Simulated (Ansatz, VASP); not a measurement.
## Two plane-wave programs on WSe2

Contents of POSCAR:

```
WSe2
1.0
    1.6405070833      0.9471472062      6.5796479432
   -1.6405070833      0.9471472062      6.5796479432
    0.0000000000     -1.8942944123      6.5796479432
W Se
1 2
Direct
   -0.0000191484     -0.0000191484     -0.0000191484
    0.4180111908      0.4180111908      0.4180111908
    0.2486746243      0.2486746243      0.2486746243
```

The input INCAR.step1:

```
SYSTEM = WSe2
PREC = Accurate ; ENCUT = 550
ISMEAR = 0 ; SIGMA = 0.01
LREAL = .False. ; LASPH = .True.
NELM = 120 ; NBANDS = 20
GGA = PE ; ALGO = Normal
EDIFF = 1E-5 ; LWAVE = .True.
LCHARG = .False. ; GGA_COMPAT = .False.
```

File INCAR.step2:

```
SYSTEM = WSe2
PREC = Accurate ; ENCUT = 550
EDIFF = 1E-6 ; ISMEAR = 0
SIGMA = 0.01 ; LREAL = .False.
LASPH = .True. ; NELM = 120
ALGO = Normal ; ISIF = 2
LWAVE = .False. ; LCHARG = .False.
METAGGA = R2SCAN ; LMIXTAU = .True.
NBANDS = 20 ; ISTART = 1
GGA_COMPAT = .False.
```

Contents of KPOINTS:

```
Automatic mesh
0
Gamma
  10 10 10
  0 0 0
```

Input for Ansatz:

```yaml
crystal:
  lattice:
    - [1.6405070833, 0.9471472062, 6.5796479432]
    - [-1.6405070833, 0.9471472062, 6.5796479432]
    - [0.0, -1.8942944123, 6.5796479432]
  atoms:
    - { symbol: W, position: [-1.91484e-05, -1.91484e-05, -1.91484e-05] }
    - { symbol: Se, position: [0.4180111908, 0.4180111908, 0.4180111908] }
    - { symbol: Se, position: [0.2486746243, 0.2486746243, 0.2486746243] }
kpoints:
  mp_grid: { grid: [10, 10, 10] }
  band_path:
    path:
      - [0.0, 0.0, 0.0]
      - [-0.5, -0.5, -0.5]
      - [-0.5, -0.1806598082, -0.8193401918]
      - [-0.1806598082, 0.1806598082, -0.5]
      - [0.0, 0.0, -0.5]
      - [0.0, 0.3403299041, -0.3403299041]
      - [-0.3403299041, 0.0, -0.6596700959]
      - [-0.5, 0.0, -0.5]
      - [0.0, 0.1701649521, -0.1701649521]
      - [-0.1625938274, 0.1625938274, -0.5]
    npoints: 1
hamiltonian:
  xc: r2scan
scf:
  occupations: { method: fixed }
  n_extra_bands: 4
output:
  forces: true
  stress: true
  eigenvalues: true
```

Change from the starting cell: biaxial_xy strain -0.6%.

Alike in both runs: task single point; functional r2SCAN; k mesh 10 × 10 × 10; no spin polarisation.

```csv
,VASP,Ansatz
version,VASP 6.6.1,Ansatz 0.2.0
potentials or method,"VASP PAW PBE potentials, release 64 (W_sv, Se)","plane waves, PAW"
plane-wave cutoff (eV),550,500
occupations,"gaussian, width 0.01 eV",fixed
valence electrons in the cell,26,46
```

Ansatz gave:

| Quantity | Value |
| --- | --- |
| gap on the k mesh at the Fermi level (eV) | 1.22 |
| pressure (GPa) | 2.5 |
| traceless stress, the component that is largest in VASP (GPa) | -1.06 |
| rms of the force components (eV/Å) | 0.018 |

Problem. What did VASP give for the same quantities?

Solution. gap on the k mesh at the Fermi level (eV): 1.21; pressure (GPa): 2.8; traceless stress, the component that is largest in VASP (GPa): -1.02; rms of the force components (eV/Å): 0.004.

VASP's potentials were made for PBE, not for r2SCAN. Atom by atom the forces differ by 0.022 eV/Å (rms over components). VASP's potentials hold 26 valence electrons a cell and Ansatz's 46, so a difference there can come from the potentials and not from the codes.

Spin-orbit coupling is off throughout.
